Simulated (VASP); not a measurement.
# Ti (P6/mmm) in VASP: further runs

Ti is run at these levels: PBEsol; tasks: single point.

Everything below comes from runs of VASP 6.6.1. Logs are shortened: lines on timing, memory, paths and dates and some standing lists are left out, and cuts for length are marked.

### 1 The cell of the first run

Symmetry: P6/mmm, No. 191, hexagonal system. The conventional cell has a = 4.542 Å, b = 4.542 Å, c = 2.462 Å, α = 90.00°, β = 90.00°, γ = 120.00°. Ti (site symmetry 6/mmm) has 14 Ti at 2.46 to 2.90 Å within 3.3 Å. Within 3.3 Å of Ti (site symmetry -6m2) lie 11 Ti at 2.46 to 2.90 Å.

This isn't the form of Ti at room conditions, which is hcp.

### 2 Single point, PBEsol

File INCAR:

```
SYSTEM = Ti
  PREC = Accurate
  ENCUT = 520
  EDIFF = 1E-6
  ISMEAR = 0
  SIGMA = 0.15
  LREAL = .FALSE.
  LASPH = .TRUE.
  NELM = 100
  ALGO = Fast
  ISIF = 2
  LWAVE = .FALSE.
  LCHARG = .TRUE.
  GGA = PS
  LELF = .TRUE.
  LVHAR = .TRUE.
  NBANDS = 25
```

File KPOINTS:

```
Automatic mesh
0
G
  12 12 14
  0 0 0
```

File POSCAR:

```
Ti
1.0
    4.5420000000      0.0000000000      0.0000000000
   -2.2710000000      3.9334873840      0.0000000000
    0.0000000000      0.0000000000      2.4625000000
Ti
3
Direct
    0.0000000000      0.0000000000      0.0000000000
    0.3333333333      0.6666666667      0.5000000000
    0.6666666667      0.3333333333      0.5000000000
```

Potentials or basis: VASP PAW PBE potentials, release 64 (Ti_sv).

Run with:

```bash
$ cat potpaw_PBE.64/Ti_sv/POTCAR > POTCAR
$ mpirun -np 1 vasp_std > vasp.out
```

OUTCAR:

```text
SYSTEM = Ti
   PREC = Accurate
   ENCUT = 520
   EDIFF = 1E-6
   ISMEAR = 0
   LREAL = .FALSE.
   LASPH = .TRUE.
   NELM = 100
   ISIF = 2
   GGA = PS

 ion  position               nearest neighbor table
   1  0.000  0.000  0.000-   2 2.90   3 2.90   2 2.90   3 2.90   3 2.90   3 2.90   2 2.90   2 2.90
                             3 2.90   3 2.90   2 2.90   2 2.90
   2  0.333  0.667  0.500-   3 2.62   3 2.62   3 2.62   1 2.90   1 2.90   1 2.90   1 2.90   1 2.90
                             1 2.90
   3  0.667  0.333  0.500-   2 2.62   2 2.62   2 2.62   1 2.90   1 2.90   1 2.90   1 2.90   1 2.90
                             1 2.90

  LATTYP: Found a hexagonal cell.
 ALAT       =     4.5420000000
 C/A-ratio  =     0.5421620432

  Lattice vectors:

 A1 = (   4.5420000000,   0.0000000000,   0.0000000000)
 A2 = (  -2.2710000000,   3.9334873840,   0.0000000000)
 A3 = (   0.0000000000,   0.0000000000,   2.4625000000)

Analysis of symmetry for initial positions (statically):
=====================================================================
 Subroutine PRICEL returns:
 Original cell was already a primitive cell.

 Routine SETGRP: Setting up the symmetry group for a
 hexagonal supercell.

 Subroutine GETGRP returns: Found 24 space group operations
 (whereof 24 operations were pure point group operations)
 out of a pool of 24 trial point group operations.

The static configuration has the point symmetry D_6h.

Analysis of symmetry for dynamics (positions and initial velocities):
=====================================================================
 Subroutine PRICEL returns:
 Original cell was already a primitive cell.

 Routine SETGRP: Setting up the symmetry group for a
 hexagonal supercell.

 Subroutine GETGRP returns: Found 24 space group operations
 (whereof 24 operations were pure point group operations)
 out of a pool of 24 trial point group operations.

The dynamic configuration has the point symmetry D_6h.

 Subroutine INISYM returns: Found 24 space group operations
 (whereof 24 operations are pure point group operations),
 and found     1 'primitive' translations

----------------------------------------------------------------------------------------

                                     Primitive cell

  volume of cell :      43.9948

[... 81 lines left out ...]
   PREC   = accura    normal or accurate (medium, high low for compatibility)
   ISTART =      0    job   : 0-new  1-cont  2-samecut
   ICHARG =      2    charge: 1-file 2-atom 10-const
   ISPIN  =      1    spin polarized calculation?
   LNONCOLLINEAR =      F non collinear calculations
   LSORBIT =      F    spin-orbit coupling
   LASPH  =      T    aspherical Exc in radial PAW
   ENCUT  =  520.0 eV  38.22 Ry    6.18 a.u.   8.45  8.45  4.58*2*pi/ulx,y,z
   NELM   =    100;   NELMIN=  2; NELMDL= -5     # of ELM steps
   EDIFF  = 0.1E-05   stopping-criterion for ELM
   LREAL  =      F    real-space projection
   EDIFFG = 0.1E-04   stopping-criterion for IOM
   NSW    =      0    number of steps for IOM
   IBRION =     -1    ionic relax: 0-MD 1-quasi-New 2-CG
   NFREE  =      0    steps in history (QN), initial steepest desc. (CG)
   ISIF   =      2    stress and relaxation
   ISYM   =      2    0-nonsym 1-usesym 2-fastsym
   POTIM  = 0.5000    time-step for ionic-motion
   TEBEG  =    0.0;   TEEND  =   0.0 temperature during run
   PSTRESS=    0.0 pullay stress
   NELECT =      36.0000    total number of electrons
   NUPDOWN=      -1.0000    fix difference up-down
   EMIN   =  10.00;   EMAX   =-10.00  energy-range for DOS
   EFERMI =   0.00;   METHOD = LEGACY
   ISMEAR =     0;   SIGMA  =   0.15  broadening in eV -4-tet -1-fermi 0-gaus
   EFERMI_NEDOS =   21; number of points for ismear=-14 and -15
   IALGO  =     68    algorithm
   IMIX   =      4    mixing-type and parameters
     AMIX     =   0.40;   BMIX     =  1.00
     AMIX_MAG =   1.60;   BMIX_MAG =  1.00
  volume/ion in A,a.u.               =      14.66        98.96
  Fermi-wavevector in a.u.,A,eV,Ry     =   1.531235  2.893615 31.901332  2.344682
  Thomas-Fermi vector in A             =   2.638608
   LORBIT       =      0    0 simple, 1 ext, 2 COOP (PROOUT), +10 PAW based schemes
   GGA     = PS    functional components
   LHFCALC =     F    Hartree Fock is set to
   AEXX    =    0.0000 exact exchange contribution
   IVDW    =     0    specifies the selected vdW correction
   LEPSILON=     F    determine dielectric tensor
   LRPA    =     F    only Hartree local field effects (RPA)
 non-spin polarized calculation
 RMM-DIIS sequential band-by-band and
 Gauss-broadening in eV      SIGMA  =   0.15
  energy-cutoff  :      520.00
  volume of cell :       43.99
 maximum number of plane-waves:      1213
 NGX is ok and might be reduce to    36
   NGX = 17   NGY = 17   NGZ =  9

 number of electron      36.0000018 magnetization

 Free energy of the ion-electron system (eV)
  ---------------------------------------------------
  ext. energy  EPLUGINS =         0.00000000
  ---------------------------------------------------
  free energy    TOTEN  =       -24.51321510 eV

  energy without entropy =      -24.44925749  energy(sigma->0) =      -24.48123629

 E-fermi :   9.8791     XC(G=0): -12.4580

 val. band max:        9.8784706078   @ k =   0.4167   0.0833   0.2143
 cond. band min:       9.8841466929   @ k =   0.4167   0.0000   0.3571
 fundamental gap:      0.0056760851
 Fermi energy:         9.8790864479

 k-point     1 :       0.0000    0.0000    0.0000
  band No.  band energies     occupation
      1     -46.2985      2.00000
      2     -46.1074      2.00000
      3     -46.0107      2.00000
      4     -22.7885      2.00000
      5     -22.7885      2.00000
      6     -22.7174      2.00000
[... 661 lines left out ...]
     24      12.7395      0.00000
     25      13.9351      0.00000

 [... further k-points ...]
[... 5 lines left out ...]
  --------------------------------------------------------------------------------------
  -------------------------------------------------------------------------------------
  Total        3.7361145      3.7361145      6.3609380      0.0000000     -0.0000000      0.0000000
  in kB      136.0597385    136.0597385    231.6490974      0.0000000     -0.0000000      0.0000000
  external PRESSURE =     167.9228582 kB  Pullay stress =       0.0000000 kB

 VOLUME and BASIS-vectors are now :
 -----------------------------------------------------------------------------
  energy-cutoff  :      520.00
  volume of cell :       43.99
      direct lattice vectors                 reciprocal lattice vectors
     4.542000000  0.000000000  0.000000000     0.220167327  0.127113666  0.000000000
    -2.271000000  3.933487384  0.000000000     0.000000000  0.254227331  0.000000000
     0.000000000  0.000000000  2.462500000     0.000000000  0.000000000  0.406091371

 POSITION                                       TOTAL-FORCE (eV/Angst)
 -----------------------------------------------------------------------------------
      0.00000      0.00000      0.00000        -0.000000      0.000000     -0.000000
     -0.00000      2.62232      1.23125        -0.000000      0.000000      0.000000
      2.27100      1.31116      1.23125         0.000000     -0.000000     -0.000000
 -----------------------------------------------------------------------------------
    total drift:                                0.000000      0.000000     -0.000000

  FREE ENERGIE OF THE ION-ELECTRON SYSTEM (eV)
  ---------------------------------------------------
  free  energy   TOTEN  =       -24.5132150982 eV

  energy  without entropy=      -24.4492574886  energy(sigma->0) =      -24.48123629
```

stdout:

```text
POSCAR found type information on POSCAR Ti
 POSCAR found :  1 types and       3 ions
 scaLAPACK will be used
 -----------------------------------------------------------------------------
|                                                                             |
|                                                                             |
|     You enforced a specific xc type in the INCAR file but a different       |
[... 42 lines left out ...]
WARNING in EDDRMM: call to ZHEGV failed, returncode =   8  4     24
WARNING in EDDRMM: call to ZHEGV failed, returncode =   8  4      9
WARNING in EDDRMM: call to ZHEGV failed, returncode =   8  4      4
WARNING in EDDRMM: call to ZHEGV failed, returncode =   8  4      4
WARNING in EDDRMM: call to ZHEGV failed, returncode =   6  3      5
WARNING in EDDRMM: call to ZHEGV failed, returncode =   8  4     24
WARNING in EDDRMM: call to ZHEGV failed, returncode =   8  4     23
```

Wall time 12 min (1 thread of AMD EPYC 7R13, shared host); peak memory 0.22 GiB.

What came out:

| Quantity | Value |
| --- | --- |
| Free energy | -24.5132 eV |
| Pressure | 16.8 GPa |
| Band gap on the k mesh | zero (bands 18 and 19 overlap by 0.91 eV) |

Caveat: the stress differs along the axes, from 14 to 23 GPa; the PAW data sets were made with another functional, which shifts forces and pressure a little.

### 3 Single point, PBEsol

This run uses another cell than the first one, of 14.71 Å³/atom.

File INCAR:

```
PREC = Accurate
ENCUT = 520
EDIFF = 1E-6
ISMEAR = 0
SIGMA = 0.15
LREAL = False
LASPH = True
NELM = 80
ALGO = Fast
ISIF = 2
LWAVE = False
LCHARG = False
GGA = PS
NBANDS = 25
```

File KPOINTS:

```
Automatic mesh
0
Gamma
  12 12 14
```

File POSCAR:

```
Ti
1.0
    4.4878000000      0.0000000000      0.0000000000
   -2.2439000000      3.8865488071      0.0000000000
    0.0000000000      0.0000000000      2.5297000000
Ti
3
Direct
    0.0000000000      0.0000000000      0.0000000000
    0.3333333333      0.6666666667      0.5000000000
    0.6666666667      0.3333333333      0.5000000000
```

Potentials or basis: VASP PAW PBE potentials, release 64 (Ti_sv).

Run with:

```bash
$ cat potpaw_PBE.64/Ti_sv/POTCAR > POTCAR
$ mpirun -np 1 vasp_std > vasp.out
```

Wall time 13 min (1 thread of AMD EPYC 7R13, shared host); peak memory 0.23 GiB.

It converged, with:

- Free energy: -24.6295 eV
- Pressure: 16.8 GPa
- Band gap on the k mesh: zero (bands 18 and 19 overlap by 0.50 eV)

Stress tensor (GPa, compression positive):
```
10.85  0.00  0.00
 0.00 10.85  0.00
 0.00  0.00 28.60
```

Levels at points of the mesh, in eV from the Fermi level:
| k point | band 15 | band 16 | band 17 | band 18 | band 19 | band 20 | band 21 | band 22 |
| --- | --- | --- | --- | --- | --- | --- | --- | --- |
| (0.00, 0.00, 0.00) | -0.77 | -0.77 | -0.70 | -0.70 | -0.43 | 0.22 | 1.45 | 1.45 |
| (0.50, 0.00, 0.00) | -2.94 | -0.76 | -0.64 | -0.51 | -0.13 | 0.15 | 1.31 | 2.17 |
| (0.00, 0.00, 0.50) | -1.87 | -1.87 | -1.55 | -0.94 | 0.84 | 0.84 | 1.76 | 1.76 |
| (0.50, 0.00, 0.50) | -2.17 | -1.41 | -0.58 | -0.17 | 0.32 | 1.29 | 1.48 | 1.85 |

Caveat: the stress differs along the axes, from 11 to 29 GPa; the PAW data sets were made with another functional, which shifts forces and pressure a little.

### 4 Single point, PBEsol

This run uses another cell than the first one, of 14.75 Å³/atom.

INCAR is that of step 3.

File KPOINTS:

```
regular mesh
0
Gamma
  12 12 14
```

File POSCAR:

```
Ti
1.0
    4.3795000000      0.0000000000      0.0000000000
   -2.1897500000      3.7927582559      0.0000000000
    0.0000000000      0.0000000000      2.6640000000
Ti
3
Direct
    0.0000000000      0.0000000000      0.0000000000
    0.3333333333      0.6666666667      0.5000000000
    0.6666666667      0.3333333333      0.5000000000
```

Run with:

```bash
$ cat potpaw_PBE.64/Ti_sv/POTCAR > POTCAR
$ mpirun -np 1 vasp_std > vasp.out
```

Run time: 12 min. Hardware: 1 thread of AMD EPYC 7R13, shared host; peak memory 0.23 GiB.

It converged, with:

```yaml
Free_energy: -24.8330 eV
Pressure: 15.4 GPa
Band_gap_on_the_k_mesh: zero (bands 18 and 19 overlap by 0.32 eV)
```

Stress tensor (GPa, compression positive):
```
13.56  0.00  0.00
 0.00 13.56  0.00
 0.00  0.00 19.13
```

Levels at points of the mesh, in eV from the Fermi level:
| k point | band 16 | band 17 | band 18 | band 19 | band 20 | band 21 |
| --- | --- | --- | --- | --- | --- | --- |
| (0.00, 0.00, 0.00) | -0.72 | -0.63 | -0.63 | -0.08 | 0.67 | 1.48 |
| (0.50, 0.00, 0.00) | -0.59 | -0.55 | -0.48 | -0.03 | 0.54 | 1.33 |
| (0.00, 0.00, 0.50) | -1.95 | -1.95 | -1.51 | 1.12 | 1.12 | 1.55 |
| (0.50, 0.00, 0.50) | -1.46 | -0.65 | -0.64 | 0.32 | 1.00 | 1.33 |

Caveat: the stress differs along the axes, from 14 to 19 GPa; the PAW data sets were made with another functional, which shifts forces and pressure a little.

### 5 Overview

```tsv
cell	gap on the mesh (eV)	pressure (GPa)
a = 4.542, b = 4.542, c = 2.462 Å, angles 90.0, 90.0, 120.0°, 3 atoms	none	16.8
a = 4.488, b = 4.488, c = 2.530 Å, angles 90.0, 90.0, 120.0°, 3 atoms	none	16.8
a = 4.380, b = 4.380, c = 2.664 Å, angles 90.0, 90.0, 120.0°, 3 atoms	none	15.4
```

Alike in all rows: task single point; level PBEsol; potentials or basis VASP PAW PBE potentials, release 64 (Ti_sv); no spin polarisation; k mesh 12 × 12 × 14; cutoff (eV) 520; smearing gaussian 0.15 eV.

Caveats: the PAW data sets were made with another functional, which shifts forces and pressure a little; the stress differs along the axes, from 14 to 23 GPa (at least some runs); the stress differs along the axes, from 11 to 29 GPa (at least some runs); the stress differs along the axes, from 14 to 19 GPa (at least some runs).

Total energies depend on the potentials used, so only differences within one code and one set of settings carry meaning.
